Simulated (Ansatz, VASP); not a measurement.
One calculation of Al3InAs4, two programs

```
Al In As
1.0
     5.82547    0.00000    0.00000
     0.00000    5.82547    0.00000
     0.00000    0.00000    5.82547
Al In As
3 1 4
Direct
  0.50000 0.00000 0.00000
  0.00000 0.00000 0.50000
  0.00000 0.50000 0.00000
  0.50000 0.50000 0.50000
  0.76113 0.23887 0.76113
  0.76113 0.76113 0.23887
  0.23887 0.23887 0.23887
  0.23887 0.76113 0.76113
```

Alike in both runs: task relaxation of cell and atoms; functional PBE; k mesh 6 × 6 × 6; occupations gaussian, width 0.02 eV; no spin polarisation.

|  | VASP | Ansatz |
| --- | --- | --- |
| version | VASP 6.6.1 | Ansatz 0.2.0 |
| potentials or method | VASP PAW PBE potentials, release 64 (Al, In_d, As), cutoff 600 eV | scalar-relativistic, plane waves, PAW |
| valence electrons in the cell | 42 | 82 |

```tsv
	VASP	Ansatz	Ansatz less VASP
gap on the k mesh at the Fermi level, each at its own relaxed structure (eV)	1.15	1.16	+0.012
relaxed volume (Å³/atom)	24.90	24.84	-0.056
relaxed cell length with the largest relative difference (Å)	5.840	5.835	-0.0044
```

VASP's potentials hold 42 valence electrons a cell and Ansatz's 82, so a difference there can come from the potentials and not from the codes.
